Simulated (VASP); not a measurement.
# HgTe (I-4m2) in VASP: notebook, part 2 of 2

VASP 6.6.1. Earlier steps stand in the parts before.

## (4) Single point, PBE (strain +0.025 along x and y, -0.050 along z)

File INCAR:

```
ALGO = Normal
EDIFF = 1E-6
ENCUT = 520
GGA = PE
ISIF = 2
ISMEAR = 0
LASPH = T
LCHARG = F
LREAL = F
LWAVE = F
NBANDS = 16
NELM = 60
PREC = Accurate
SIGMA = 0.15
```

File KPOINTS:

```
k-points
0
Gamma
  16 16 16
```

File POSCAR:

```
HgTe
1.0
    0.0000000000      3.4079180388      3.1585581823
    3.4079180388      0.0000000000      3.1585581823
    3.4079180388      3.4079180388      0.0000000000
Hg Te
1 1
Direct
    0.0000000000      0.0000000000      0.0000000000
    0.7500000000      0.7500000000      0.7500000000
```

Potentials or basis: VASP PAW PBE potentials, release 64 (Hg, Te).

Run with:

```console
cat potpaw_PBE.64/Hg/POTCAR potpaw_PBE.64/Te/POTCAR > POTCAR
mpirun -np 1 vasp_std > vasp.out
```

OUTCAR:

```text
EDIFF = 1E-6
   ENCUT = 520
   GGA = PE
   ISIF = 2
   ISMEAR = 0
   LASPH = T
   LREAL = F
   NELM = 60
   PREC = Accurate

 ion  position               nearest neighbor table
   1  0.000  0.000  0.000-   2 2.88   2 2.88   2 2.88   2 2.88
   2  0.750  0.750  0.750-   1 2.88   1 2.88   1 2.88   1 2.88

  LATTYP: Found a body centered tetragonal cell.
 ALAT       =     4.8195239099
 C/A-ratio  =     1.3107345212

  Lattice vectors:

 A1 = (   0.0000000000,  -3.4079180388,  -3.1585581823)
 A2 = (   0.0000000000,   3.4079180388,  -3.1585581823)
 A3 = (   3.4079180388,   0.0000000000,   3.1585581823)

Analysis of symmetry for initial positions (statically):
=====================================================================
 Subroutine PRICEL returns:
 Original cell was already a primitive cell.

 Routine SETGRP: Setting up the symmetry group for a
 body centered tetragonal supercell.

 Subroutine GETGRP returns: Found  8 space group operations
 (whereof  8 operations were pure point group operations)
 out of a pool of 16 trial point group operations.

The static configuration has the point symmetry D_2d.

Analysis of symmetry for dynamics (positions and initial velocities):
=====================================================================
 Subroutine PRICEL returns:
 Original cell was already a primitive cell.

 Routine SETGRP: Setting up the symmetry group for a
 body centered tetragonal supercell.

 Subroutine GETGRP returns: Found  8 space group operations
 (whereof  8 operations were pure point group operations)
 out of a pool of 16 trial point group operations.

The dynamic configuration has the point symmetry D_2d.

 Subroutine INISYM returns: Found  8 space group operations
 (whereof  8 operations are pure point group operations),
[... 105 lines left out ...]
   TEBEG  =    0.0;   TEEND  =   0.0 temperature during run
   PSTRESS=    0.0 pullay stress
   NELECT =      18.0000    total number of electrons
   NUPDOWN=      -1.0000    fix difference up-down
   EMIN   =  10.00;   EMAX   =-10.00  energy-range for DOS
   EFERMI =   0.00;   METHOD = LEGACY
   ISMEAR =     0;   SIGMA  =   0.15  broadening in eV -4-tet -1-fermi 0-gaus
   EFERMI_NEDOS =   21; number of points for ismear=-14 and -15
   IALGO  =     38    algorithm
   IMIX   =      4    mixing-type and parameters
     AMIX     =   0.40;   BMIX     =  1.00
     AMIX_MAG =   1.60;   BMIX_MAG =  1.00
  volume/ion in A,a.u.               =      36.68       247.55
  Fermi-wavevector in a.u.,A,eV,Ry     =   1.024865  1.936714 14.290853  1.050348
  Thomas-Fermi vector in A             =   2.158675
   LORBIT       =      0    0 simple, 1 ext, 2 COOP (PROOUT), +10 PAW based schemes
   GGA     = PE    functional components
   LHFCALC =     F    Hartree Fock is set to
   AEXX    =    0.0000 exact exchange contribution
   IVDW    =     0    specifies the selected vdW correction
   LEPSILON=     F    determine dielectric tensor
   LRPA    =     F    only Hartree local field effects (RPA)
 non-spin polarized calculation
 Gauss-broadening in eV      SIGMA  =   0.15
  energy-cutoff  :      520.00
  volume of cell :       73.37
 maximum number of plane-waves:      2008
   NGX = 17   NGY = 17   NGZ = 17

 number of electron      17.9999997 magnetization

 Free energy of the ion-electron system (eV)
  ---------------------------------------------------
  ext. energy  EPLUGINS =         0.00000000
  ---------------------------------------------------
  free energy    TOTEN  =        -3.63993967 eV

  energy without entropy =       -3.63956694  energy(sigma->0) =       -3.63975331

 E-fermi :   2.4022     XC(G=0):  -8.3747

 val. band max:        2.3766276175   @ k =   0.0000   0.0000   0.0000
 cond. band min:       2.5068415294   @ k =   0.0625   0.0000   0.0000
 fundamental gap:      0.1302139119
 Fermi energy:         2.4022493154

 k-point     1 :       0.0000    0.0000    0.0000
  band No.  band energies     occupation
      1      -9.1634      2.00000
      2      -4.6410      2.00000
      3      -4.6410      2.00000
      4      -4.6278      2.00000
      5      -4.2280      2.00000
      6      -4.1895      2.00000
[... 433 lines left out ...]
      3      -4.6279      2.00000
      4      -4.6069      2.00000
      5      -4.2302      2.00000
      6      -4.1903      2.00000
[... 8 lines left out ...]
     15      10.5973      0.00000
     16      10.9970      0.00000

 [... further k-points ...]
[... 5 lines left out ...]
  --------------------------------------------------------------------------------------
  -------------------------------------------------------------------------------------
  Total       -0.1246369     -0.1246369      0.3290473      0.0000000     -0.0000000      0.0000000
  in kB       -2.7218245     -2.7218245      7.1857438      0.0000000     -0.0000000      0.0000000
  external PRESSURE =       0.5806983 kB  Pullay stress =       0.0000000 kB

 VOLUME and BASIS-vectors are now :
 -----------------------------------------------------------------------------
  energy-cutoff  :      520.00
  volume of cell :       73.37
      direct lattice vectors                 reciprocal lattice vectors
     0.000000000  3.407918039  3.158558182    -0.146717144  0.146717144  0.158300076
     3.407918039  0.000000000  3.158558182     0.146717144 -0.146717144  0.158300076
     3.407918039  3.407918039  0.000000000     0.146717144  0.146717144 -0.158300076

 POSITION                                       TOTAL-FORCE (eV/Angst)
 -----------------------------------------------------------------------------------
      0.00000      0.00000      0.00000         0.000000      0.000000     -0.000000
      5.11188      5.11188      4.73784        -0.000000     -0.000000      0.000000
 -----------------------------------------------------------------------------------
    total drift:                                0.000000      0.000000     -0.000000

  FREE ENERGIE OF THE ION-ELECTRON SYSTEM (eV)
  ---------------------------------------------------
  free  energy   TOTEN  =        -3.6399396730 eV

  energy  without entropy=       -3.6395669416  energy(sigma->0) =       -3.63975331
```

OSZICAR:

```text
N       E                     dE             d eps       ncg     rms          rms(c)
DAV:   1     0.104141922203E+03    0.10414E+03   -0.78961E+03 11200   0.962E+02
DAV:   2    -0.746048081958E-01   -0.10422E+03   -0.97436E+02 13000   0.225E+02
DAV:   3    -0.380626947080E+01   -0.37317E+01   -0.37226E+01 13872   0.438E+01
DAV:   4    -0.384225562027E+01   -0.35986E-01   -0.35984E-01 16656   0.388E+00
DAV:   5    -0.384235590654E+01   -0.10029E-03   -0.10029E-03 14696   0.191E-01    0.635E+00
DAV:   6    -0.364627551821E+01    0.19608E+00   -0.38664E-01 13264   0.791E+00    0.517E+00
DAV:   7    -0.364033271530E+01    0.59428E-02   -0.84974E-02 13232   0.193E+00    0.204E+00
DAV:   8    -0.363987527319E+01    0.45744E-03   -0.82674E-03 12800   0.101E+00    0.456E-01
DAV:   9    -0.363989790413E+01   -0.22631E-04   -0.69708E-04 14744   0.288E-01    0.898E-02
DAV:  10    -0.363992693540E+01   -0.29031E-04   -0.85582E-05 14152   0.796E-02    0.451E-02
DAV:  11    -0.363994028622E+01   -0.13351E-04   -0.23521E-05 14184   0.320E-02    0.193E-02
DAV:  12    -0.363993967304E+01    0.61317E-06   -0.28237E-06 12896   0.103E-02
   1 F= -.36399397E+01 E0= -.36397533E+01  d E =-.372731E-03
```

Run time: 7.8 min. Hardware: 1 thread of Intel Xeon 8259CL, shared host; peak memory 0.54 GiB.

What came out:

- Free energy: -3.6399 eV
- Pressure: 0.1 GPa
- Band gap on the k mesh: 0.10 eV (least direct gap 0.20 eV)

Stress tensor (GPa, compression positive):
```
-0.27  0.00  0.00
 0.00 -0.27  0.00
 0.00  0.00  0.72
```

Caveat: the cell differs from its parent crystal (strain +0.025 along x and y, -0.050 along z); the smearing spreads over this small gap; spin-orbit coupling is left out, which moves the levels of the heavy elements. A k mesh can miss the band edges.

## (5) The runs side by side

| cell | gap on the mesh (eV) | pressure (GPa) |
| --- | --- | --- |
| a = 4.821, b = 4.821, c = 4.937 Å, angles 59.2, 59.2, 61.6°, 2 atoms | 0.08 | -2.6 |
| a = 4.764, b = 4.764, c = 4.584 Å, angles 61.2, 61.2, 57.5°, 2 atoms | none | 0.1 |
| a = 4.647, b = 4.647, c = 4.820 Å, angles 58.8, 58.8, 62.5°, 2 atoms | 0.10 | 0.1 |

Alike in all rows: task single point; level PBE; potentials or basis VASP PAW PBE potentials, release 64 (Hg, Te); no spin polarisation; k mesh 16 × 16 × 16; cutoff (eV) 520; smearing gaussian 0.15 eV.

Caveats: spin-orbit coupling is left out, which moves the levels of the heavy elements; the smearing spreads over this small gap (at least some runs); semilocal functionals underestimate gaps, and a narrow one can read as zero (at least some runs).

Total energies depend on the potentials used, so only differences within one code and one set of settings carry meaning.

The gap in the log of VASP goes by the Fermi energy; the results here count the filled bands.